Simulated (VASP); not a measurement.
A run of VASP 6.6.1:

The input INCAR:

```
SYSTEM = TaN
ALGO = Normal
EDIFF = 1E-6
ENCUT = 520
GGA = PS
ISIF = 2
ISMEAR = 1
LASPH = .TRUE.
LCHARG = .TRUE.
LELF = .TRUE.
LREAL = .FALSE.
LVHAR = .TRUE.
LWAVE = .FALSE.
NBANDS = 33
NELM = 60
PREC = Accurate
SIGMA = 0.05
```

The input KPOINTS:

```
k-points
0
G
  5 5 7
  0 0 0
```

The input POSCAR:

```
TaN
1.0
    5.1960000000      0.0000000000      0.0000000000
   -2.5980000000      4.4998700000      0.0000000000
    0.0000000000      0.0000000000      2.9110000000
Ta N
3 3
Direct
    0.3333333333      0.6666666667      0.5000000000
    0.6666666667      0.3333333333      0.5000000000
    0.0000000000      0.0000000000      0.0000000000
    0.3928500000      0.0000000000      0.0000000000
    0.6071500000      0.6071500000      0.0000000000
    0.0000000000      0.3928500000      0.0000000000
```

Potentials or basis: VASP PAW PBE potentials, release 64 (Ta_pv, N).

Launch:

```console
$ cat potpaw_PBE.64/Ta_pv/POTCAR potpaw_PBE.64/N/POTCAR > POTCAR
$ mpirun -np 1 vasp_std > vasp.out
```

Hardware: 1 thread of Intel(R) Xeon(R) Platinum 8259CL CPU @ 2.50GHz (Skylake/Cascade Lake), with other jobs on the host.

Task: Estimate the wall time of this run.

Result: Run time: 38 s on 1 thread of Intel(R) Xeon(R) Platinum 8259CL CPU @ 2.50GHz (Skylake/Cascade Lake) (shared host), peak memory 0.2 GiB. Counts: scf iterations 14, k points 20.
